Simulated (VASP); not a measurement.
# NaCl: single point with PBEsol

Crystal: NaCl.

```xyz
2
Lattice="0.0000 2.8010 2.8010 2.8010 0.0000 2.8010 2.8010 2.8010 0.0000" Properties=species:S:1:pos:R:3 pbc="T T T"
Na    0.0000    0.0000    0.0000
Cl    2.8010    2.8010    2.8010
```

```json
{
  "Program": "VASP 6.6.1",
  "Task": "single point",
  "Functional": "PBEsol",
  "Potentials or basis": "VASP PAW PBE potentials, release 64 (Na_pv, Cl)",
  "Cutoff": "520 eV",
  "k mesh": "8 × 8 × 8",
  "Occupations": "gaussian, width 0.01 eV",
  "Spin": "no spin polarisation",
  "Dipole correction": "no",
  "Further INCAR settings": "ALGO = Normal; EDIFF = 1e-06; NBANDS = 14"
}
```

| Item | Value |
| --- | --- |
| Pressure | 0.0 GPa |
| Band gap on the k mesh | 5.01 eV, direct |

Levels at points of the mesh, in eV from the valence-band top:
```tsv
k point	band 5	band 6	band 7	band 8	band 9	band 10
(0.00, 0.00, 0.00)	0.00	0.00	0.00	5.01	11.02	11.02
(0.50, 0.00, 0.00)	-2.03	-0.28	-0.28	7.11	10.66	10.91
(0.50, 0.50, 0.00)	-1.76	-0.63	-0.63	7.49	7.87	11.27
```

Wall time 13 s on 1 thread of Intel(R) Xeon(R) Platinum 8488C (Sapphire Rapids), with other jobs on the host, peak memory 0.16 GiB.

Caveat: the PAW data sets were made with another functional, which shifts forces and pressure a little. As with any semilocal functional, this PBEsol gap is likely too small.
